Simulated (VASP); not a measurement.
# Cd (Fm-3m) in VASP: notebook

Runs on Cd. Level: PBEsol. Tasks: single point, relaxation of volume and atoms at fixed shape.

All numbers are computed with VASP 6.6.1; they aren't measurements. Logs are shortened: lines on timing, memory, paths and dates and some standing lists are left out, and cuts for length are marked.

## 1. The cell of the first run

Symmetry: Fm-3m, No. 225, cubic system. The conventional cell has a = 4.380 Å, b = 4.380 Å, c = 4.380 Å, α = 90.00°, β = 90.00°, γ = 90.00°. Within 4.1 Å of Cd (site symmetry m-3m) lie 12 Cd at 3.10 Å.

This isn't the form of Cd at room conditions, which is hcp.

## 2. Single point, PBEsol

INCAR

```
SYSTEM = Cd
PREC     = Accurate       ! precision mode
ENCUT    = 520            ! plane-wave cutoff, eV
EDIFF    = 1E-7           ! SCF threshold, eV
ISMEAR   = 0              ! smearing method
SIGMA    = 0.05           ! smearing width, eV
LREAL    = .FALSE.        ! projectors in reciprocal space
LASPH    = .TRUE.         ! aspherical terms in the spheres
NELM     = 60             ! most SCF steps
ALGO     = Normal         ! electronic algorithm
ISIF     = 2              ! what is computed and relaxed
LWAVE    = .FALSE.        ! write WAVECAR
LCHARG   = .FALSE.        ! write CHGCAR
GGA      = PS             ! functional
NBANDS   = 32             ! bands
```

KPOINTS

```
Automatic mesh
0
G
  5 5 5
  0 0 0
```

POSCAR

```
Cd
1.0
    4.3795903043      0.0000000000      0.0000000000
    0.0000000000      4.3795903043      0.0000000000
    0.0000000000      0.0000000000      4.3795903043
Cd
4
Direct
    0.0000000000      0.0000000000      0.0000000000
    0.0000000000      0.5000000000      0.5000000000
    0.5000000000      0.0000000000      0.5000000000
    0.5000000000      0.5000000000      0.0000000000
```

Potentials or basis: VASP PAW PBE potentials, release 64 (Cd).

Launch:

```console
$ cat potpaw_PBE.64/Cd/POTCAR > POTCAR
$ mpirun -np 1 vasp_std > vasp.out
```

OUTCAR:

```text
SYSTEM = Cd
   PREC = Accurate
   ENCUT = 520
   EDIFF = 1E-7
   ISMEAR = 0
   LREAL = .FALSE.
   LASPH = .TRUE.
   NELM = 60
   ISIF = 2
   GGA = PS

 ion  position               nearest neighbor table
   1  0.000  0.000  0.000-   2 3.10   3 3.10   4 3.10   2 3.10   3 3.10   2 3.10   4 3.10   2 3.10
                             3 3.10   4 3.10   3 3.10   4 3.10
   2  0.000  0.500  0.500-   1 3.10   3 3.10   4 3.10   1 3.10   4 3.10   1 3.10   3 3.10   1 3.10
                             3 3.10   4 3.10   4 3.10   3 3.10
   3  0.500  0.000  0.500-   1 3.10   2 3.10   4 3.10   1 3.10   4 3.10   2 3.10   4 3.10   4 3.10
                             1 3.10   2 3.10   1 3.10   2 3.10
   4  0.500  0.500  0.000-   1 3.10   2 3.10   3 3.10   2 3.10   3 3.10   1 3.10   3 3.10   3 3.10
                             1 3.10   2 3.10   2 3.10   1 3.10

  LATTYP: Found a simple cubic cell.
 ALAT       =     4.3795903043

  Lattice vectors:

 A1 = (   4.3795903043,   0.0000000000,   0.0000000000)
 A2 = (   0.0000000000,   4.3795903043,   0.0000000000)
 A3 = (   0.0000000000,   0.0000000000,   4.3795903043)

Analysis of symmetry for initial positions (statically):
=====================================================================
 Subroutine PRICEL returns following result:

  LATTYP: Found a face centered cubic cell.
 ALAT       =     4.3795903043

  Lattice vectors:

 A1 = (   2.1897951521,  -2.1897951521,   0.0000000000)
 A2 = (   2.1897951521,   0.0000000000,   2.1897951521)
 A3 = (   0.0000000000,  -2.1897951521,   2.1897951521)

   4 primitive cells build up your supercell.

 Routine SETGRP: Setting up the symmetry group for a
 simple cubic supercell.

 Subroutine GETGRP returns: Found 48 space group operations
 (whereof 48 operations were pure point group operations)
 out of a pool of 48 trial point group operations.

The static configuration has the point symmetry O_h .

Analysis of symmetry for dynamics (positions and initial velocities):
=====================================================================
 Subroutine PRICEL returns following result:

  LATTYP: Found a face centered cubic cell.
 ALAT       =     4.3795903043

  Lattice vectors:

 A1 = (   2.1897951521,  -2.1897951521,   0.0000000000)
 A2 = (   2.1897951521,   0.0000000000,   2.1897951521)
 A3 = (   0.0000000000,  -2.1897951521,   2.1897951521)

   4 primitive cells build up your supercell.

 Routine SETGRP: Setting up the symmetry group for a
 simple cubic supercell.

[... 86 lines left out ...]
   NELM   =     60;   NELMIN=  2; NELMDL= -5     # of ELM steps
   EDIFF  = 0.1E-06   stopping-criterion for ELM
   LREAL  =      F    real-space projection
   EDIFFG = 0.1E-05   stopping-criterion for IOM
   NSW    =      0    number of steps for IOM
   IBRION =     -1    ionic relax: 0-MD 1-quasi-New 2-CG
   NFREE  =      0    steps in history (QN), initial steepest desc. (CG)
   ISIF   =      2    stress and relaxation
   ISYM   =      2    0-nonsym 1-usesym 2-fastsym
   POTIM  = 0.5000    time-step for ionic-motion
   TEBEG  =    0.0;   TEEND  =   0.0 temperature during run
   PSTRESS=    0.0 pullay stress
   NELECT =      48.0000    total number of electrons
   NUPDOWN=      -1.0000    fix difference up-down
   EMIN   =  10.00;   EMAX   =-10.00  energy-range for DOS
   EFERMI =   0.00;   METHOD = LEGACY
   ISMEAR =     0;   SIGMA  =   0.05  broadening in eV -4-tet -1-fermi 0-gaus
   EFERMI_NEDOS =   21; number of points for ismear=-14 and -15
   IALGO  =     38    algorithm
   IMIX   =      4    mixing-type and parameters
     AMIX     =   0.40;   BMIX     =  1.00
     AMIX_MAG =   1.60;   BMIX_MAG =  1.00
  volume/ion in A,a.u.               =      21.00       141.72
  Fermi-wavevector in a.u.,A,eV,Ry     =   1.358486  2.567166 25.109328  1.845484
  Thomas-Fermi vector in A             =   2.485315
   LORBIT       =      0    0 simple, 1 ext, 2 COOP (PROOUT), +10 PAW based schemes
   GGA     = PS    functional components
   LHFCALC =     F    Hartree Fock is set to
   AEXX    =    0.0000 exact exchange contribution
   IVDW    =     0    specifies the selected vdW correction
   LEPSILON=     F    determine dielectric tensor
   LRPA    =     F    only Hartree local field effects (RPA)
 non-spin polarized calculation
 Gauss-broadening in eV      SIGMA  =   0.05
  energy-cutoff  :      520.00
  volume of cell :       84.00
 maximum number of plane-waves:      2301
 NGX is ok and might be reduce to    36
   NGX = 17   NGY = 17   NGZ = 17

 number of electron      47.9999979 magnetization

 Free energy of the ion-electron system (eV)
  ---------------------------------------------------
  ext. energy  EPLUGINS =         0.00000000
  ---------------------------------------------------
  free energy    TOTEN  =        -4.74478099 eV

  energy without entropy =       -4.74252229  energy(sigma->0) =       -4.74365164

 E-fermi :   3.0494     XC(G=0): -11.3702

 val. band max:        2.9882512238   @ k =   0.4000   0.4000   0.2000
 cond. band min:       3.0982295856   @ k =   0.2000   0.2000   0.0000
 fundamental gap:      0.1099783618
 Fermi energy:         3.0494036231

 k-point     1 :       0.0000    0.0000    0.0000
  band No.  band energies     occupation
      1      -6.9406      2.00000
      2      -6.9406      2.00000
      3      -6.9406      2.00000
      4      -6.8759      2.00000
      5      -6.8759      2.00000
      6      -6.8759      2.00000
[... 339 lines left out ...]
     31      13.8107      0.00000
     32      14.6486      0.00000

------------------------ aborting loop because EDIFF is reached ----------------------------------------

  FORCE on cell =-STRESS in cart. coord.  units (eV):
  Direction    XX          YY          ZZ          XY          YZ          ZX
  --------------------------------------------------------------------------------------
  -------------------------------------------------------------------------------------
  Total        0.1729903      0.1729903      0.1729903      0.0000000      0.0000000     -0.0000000
  in kB        3.2993769      3.2993769      3.2993769      0.0000000      0.0000000     -0.0000000
  external PRESSURE =       3.2993769 kB  Pullay stress =       0.0000000 kB

 VOLUME and BASIS-vectors are now :
 -----------------------------------------------------------------------------
  energy-cutoff  :      520.00
  volume of cell :       84.00
      direct lattice vectors                 reciprocal lattice vectors
     4.379590304  0.000000000  0.000000000     0.228331860  0.000000000  0.000000000
     0.000000000  4.379590304  0.000000000     0.000000000  0.228331860  0.000000000
     0.000000000  0.000000000  4.379590304     0.000000000  0.000000000  0.228331860

 POSITION                                       TOTAL-FORCE (eV/Angst)
 -----------------------------------------------------------------------------------
      0.00000      0.00000      0.00000         0.000000     -0.000000      0.000000
      0.00000      2.18980      2.18980         0.000000     -0.000000     -0.000000
      2.18980      0.00000      2.18980        -0.000000      0.000000      0.000000
      2.18980      2.18980      0.00000        -0.000000      0.000000     -0.000000
 -----------------------------------------------------------------------------------
    total drift:                                0.000000      0.000000      0.000000

  FREE ENERGIE OF THE ION-ELECTRON SYSTEM (eV)
  ---------------------------------------------------
  free  energy   TOTEN  =        -4.7447809920 eV

  energy  without entropy=       -4.7425222880  energy(sigma->0) =       -4.74365164
```

OSZICAR:

```text
N       E                     dE             d eps       ncg     rms          rms(c)
DAV:   1     0.401715215049E+03    0.40172E+03   -0.25735E+04   640   0.152E+03
DAV:   2     0.598893698699E+01   -0.39573E+03   -0.37540E+03   656   0.412E+02
DAV:   3    -0.505723144494E+01   -0.11046E+02   -0.10997E+02   736   0.807E+01
DAV:   4    -0.508594800039E+01   -0.28717E-01   -0.28716E-01   664   0.373E+00
DAV:   5    -0.508602894432E+01   -0.80944E-04   -0.80944E-04   744   0.182E-01    0.670E+00
DAV:   6    -0.476970072848E+01    0.31633E+00   -0.84033E-01   680   0.885E+00    0.536E+00
DAV:   7    -0.474789757547E+01    0.21803E-01   -0.72086E-02   688   0.192E+00    0.283E+00
DAV:   8    -0.474472778416E+01    0.31698E-02   -0.66468E-03   672   0.858E-01    0.159E-01
DAV:   9    -0.474474509617E+01   -0.17312E-04   -0.62709E-05   720   0.721E-02    0.548E-02
DAV:  10    -0.474478129001E+01   -0.36194E-04   -0.26758E-05   688   0.464E-02    0.282E-03
DAV:  11    -0.474478118162E+01    0.10839E-06   -0.20395E-07   584   0.388E-03    0.117E-03
DAV:  12    -0.474478097278E+01    0.20884E-06   -0.96124E-09   400   0.663E-04    0.962E-04
DAV:  13    -0.474478099196E+01   -0.19182E-07   -0.87973E-10   376   0.218E-04
   1 F= -.47447810E+01 E0= -.47436516E+01  d E =-.225870E-02
```

It took 17 s on 1 thread of AMD EPYC 9R45 (Zen 5), shared host; peak memory 0.17 GiB.

What came out:

```
Free energy            : -4.7448 eV
Pressure               : 0.3 GPa
Band gap on the k mesh : zero (bands 24 and 25 overlap by 1.68 eV)
```

Levels at points of the mesh, in eV from the Fermi level:
```tsv
k point	band 22	band 23	band 24	band 25	band 26	band 27
(0.00, 0.00, 0.00)	-1.05	-1.05	-1.05	1.40	1.40	1.40
```

Caveat: the PAW data sets were made with another functional, which shifts forces and pressure a little.

## 3. Relaxation of volume and atoms at fixed shape, PBEsol

This run uses another cell than the first one, of 21.59 Å³/atom.

INCAR

```
SYSTEM = Cd
ALGO = Normal ; EDIFF = 1E-6
EDIFFG = -0.02 ; ENCUT = 600
GGA = PS ; IBRION = 2
ISIF = 8 ; ISMEAR = 0
LASPH = .True. ; LCHARG = .False.
LREAL = .False. ; LWAVE = .False.
NELM = 60 ; NSW = 80
PREC = Accurate ; SIGMA = 0.05
```

KPOINTS

```
k-points
0
Gamma
  5 5 5
  0 0 0
```

POSCAR

```
Cd
1.0
    4.4200000000      0.0000000000      0.0000000000
    0.0000000000      4.4200000000      0.0000000000
    0.0000000000      0.0000000000      4.4200000000
Cd
4
Direct
    0.0000000000      0.0000000000      0.0000000000
    0.0000000000      0.5000000000      0.5000000000
    0.5000000000      0.0000000000      0.5000000000
    0.5000000000      0.5000000000      0.0000000000
```

Potentials or basis: VASP PAW PBE potentials, release 64 (Cd).

Launch:

```console
$ cat potpaw_PBE.64/Cd/POTCAR > POTCAR
$ mpirun -np 1 vasp_std > vasp.out
```

OUTCAR:

```text
SYSTEM = Cd
   EDIFF = 1E-6
   EDIFFG = -0.02
   ENCUT = 600
   GGA = PS
   IBRION = 2
   ISIF = 8
   ISMEAR = 0
   LASPH = .True.
   LREAL = .False.
   NELM = 60
   NSW = 80
   PREC = Accurate

 ion  position               nearest neighbor table
   1  0.000  0.000  0.000-   2 3.13   3 3.13   4 3.13   2 3.13   3 3.13   2 3.13   4 3.13   2 3.13
                             3 3.13   4 3.13   3 3.13   4 3.13
   2  0.000  0.500  0.500-   1 3.13   3 3.13   4 3.13   1 3.13   4 3.13   1 3.13   3 3.13   1 3.13
                             3 3.13   4 3.13   4 3.13   3 3.13
   3  0.500  0.000  0.500-   1 3.13   2 3.13   4 3.13   1 3.13   4 3.13   2 3.13   4 3.13   4 3.13
                             1 3.13   2 3.13   1 3.13   2 3.13
   4  0.500  0.500  0.000-   1 3.13   2 3.13   3 3.13   2 3.13   3 3.13   1 3.13   3 3.13   3 3.13
                             1 3.13   2 3.13   2 3.13   1 3.13

  LATTYP: Found a simple cubic cell.
 ALAT       =     4.4200000000

  Lattice vectors:

 A1 = (   4.4200000000,   0.0000000000,   0.0000000000)
 A2 = (   0.0000000000,   4.4200000000,   0.0000000000)
 A3 = (   0.0000000000,   0.0000000000,   4.4200000000)

Analysis of symmetry for initial positions (statically):
=====================================================================
 Subroutine PRICEL returns following result:

  LATTYP: Found a face centered cubic cell.
 ALAT       =     4.4200000000

  Lattice vectors:

 A1 = (   2.2100000000,  -2.2100000000,   0.0000000000)
 A2 = (   2.2100000000,   0.0000000000,   2.2100000000)
 A3 = (   0.0000000000,  -2.2100000000,   2.2100000000)

[... 188 lines left out ...]
 -----------------------------------------------------------------------------------
      0.00000      0.00000      0.00000        -0.000000      0.000000      0.000000
      0.00000      2.21000      2.21000        -0.000000      0.000000     -0.000000
      2.21000      0.00000      2.21000         0.000000     -0.000000      0.000000
      2.21000      2.21000      0.00000        -0.000000     -0.000000     -0.000000
 -----------------------------------------------------------------------------------
    total drift:                                0.000000      0.000000      0.000000

  FREE ENERGIE OF THE ION-ELECTRON SYSTEM (eV)
  ---------------------------------------------------
  free  energy   TOTEN  =        -4.7374700738 eV

  energy  without entropy=       -4.7368969966  energy(sigma->0) =       -4.73718354

--------------------------------------- Ionic step        2  -------------------------------------------

 number of electron      47.9999979 magnetization

 Free energy of the ion-electron system (eV)
  ---------------------------------------------------
  ext. energy  EPLUGINS =         0.00000000
  ---------------------------------------------------
  free energy    TOTEN  =        -4.74636735 eV

  energy without entropy =       -4.74418606  energy(sigma->0) =       -4.74527670

 E-fermi :   3.0434     XC(G=0): -11.3661

 val. band max:        2.9815331973   @ k =   0.4000   0.4000   0.2000
 cond. band min:       3.0930987691   @ k =   0.2000   0.2000   0.0000
 fundamental gap:      0.1115655718
 Fermi energy:         3.0434193718

 k-point     1 :       0.0000    0.0000    0.0000
  band No.  band energies     occupation
      1      -6.9437      2.00000
      2      -6.9437      2.00000
      3      -6.9437      2.00000
      4      -6.8790      2.00000
      5      -6.8790      2.00000
      6      -6.8790      2.00000
[... 299 lines left out ...]
     27       2.3610      2.00000
     28       4.1142      0.00000

------------------------ aborting loop because EDIFF is reached ----------------------------------------

  FORCE on cell =-STRESS in cart. coord.  units (eV):
  Direction    XX          YY          ZZ          XY          YZ          ZX
  --------------------------------------------------------------------------------------
  -------------------------------------------------------------------------------------
  Total        0.0784024      0.0784024      0.0784024     -0.0000000     -0.0000000     -0.0000000
  in kB        1.4941870      1.4941870      1.4941870     -0.0000000     -0.0000000     -0.0000000
  external PRESSURE =       1.4941870 kB  Pullay stress =       0.0000000 kB

 VOLUME and BASIS-vectors are now :
 -----------------------------------------------------------------------------
  energy-cutoff  :      600.00
  volume of cell :       84.07
      direct lattice vectors                 reciprocal lattice vectors
     4.380715899  0.000000000  0.000000000     0.228273192  0.000000000  0.000000000
     0.000000000  4.380715899  0.000000000     0.000000000  0.228273192  0.000000000
     0.000000000  0.000000000  4.380715899     0.000000000  0.000000000  0.228273192

 POSITION                                       TOTAL-FORCE (eV/Angst)
 -----------------------------------------------------------------------------------
      4.38072      0.00000      0.00000        -0.000000     -0.000000     -0.000000
      4.38072      2.19036      2.19036        -0.000000      0.000000     -0.000000
      2.19036      4.38072      2.19036         0.000000     -0.000000     -0.000000
      2.19036      2.19036      4.38072        -0.000000      0.000000      0.000000
 -----------------------------------------------------------------------------------
    total drift:                                0.000000      0.000000      0.000000

  FREE ENERGIE OF THE ION-ELECTRON SYSTEM (eV)
  ---------------------------------------------------
  free  energy   TOTEN  =        -4.7463673487 eV

  energy  without entropy=       -4.7441860553  energy(sigma->0) =       -4.74527670

 reached required accuracy - stopping structural energy minimisation
```

CONTCAR:

```text
Cd
   1.00000000000000
     4.3807158991446569    0.0000000000000000    0.0000000000000000
     0.0000000000000000    4.3807158991446569    0.0000000000000000
     0.0000000000000000    0.0000000000000000    4.3807158991446569
  Cd
     4
Direct
     1.0000000000000000    0.0000000000000000    0.0000000000000000
     1.0000000000000000    0.5000000000000000    0.5000000000000000
     0.5000000000000000    1.0000000000000000    0.5000000000000000
     0.5000000000000000    0.5000000000000000    1.0000000000000000

  0.00000000E+00  0.00000000E+00  0.00000000E+00
  0.00000000E+00  0.00000000E+00  0.00000000E+00
  0.00000000E+00  0.00000000E+00  0.00000000E+00
  0.00000000E+00  0.00000000E+00  0.00000000E+00
```

Wall time 22 s (1 thread of AMD EPYC 9R45 (Zen 5), shared host); peak memory 0.19 GiB.

Results:

* Free energy: -4.7464 eV
* Relaxed volume: 21.02 Å³/atom
* Relaxed cell: a = 4.381 Å, b = 4.381 Å, c = 4.381 Å, α = 90.00°, β = 90.00°, γ = 90.00°
* Space group after relaxing (to 0.1 Å): Fm-3m (No. 225)
* Energy gained by relaxing: 2.2 meV/atom
* Ionic steps: 2
* Pressure after relaxing: 0.1 GPa
* Band gap on the k mesh: zero (bands 24 and 25 overlap by 1.68 eV)

Step by step:
```csv
step,energy change (eV),largest force (eV/Å),pressure (GPa),volume (Å³)
1,0.0000,0.0000,-1.37,86.35
2,-0.0089,0.0000,0.15,84.07
```

Final structure:
```
Cd
1.0
     4.38072    0.00000    0.00000
     0.00000    4.38072    0.00000
     0.00000    0.00000    4.38072
Cd
4
Direct
  0.00000 0.00000 0.00000
  0.00000 0.50000 0.50000
  0.50000 0.00000 0.50000
  0.50000 0.50000 0.00000
```

Levels at points of the mesh, in eV from the Fermi level:
| k point | band 22 | band 23 | band 24 | band 25 | band 26 | band 27 |
| --- | --- | --- | --- | --- | --- | --- |
| (0.00, 0.00, 0.00) | -1.05 | -1.05 | -1.05 | 1.40 | 1.40 | 1.40 |

Caveat: the PAW data sets were made with another functional, which shifts forces and pressure a little.
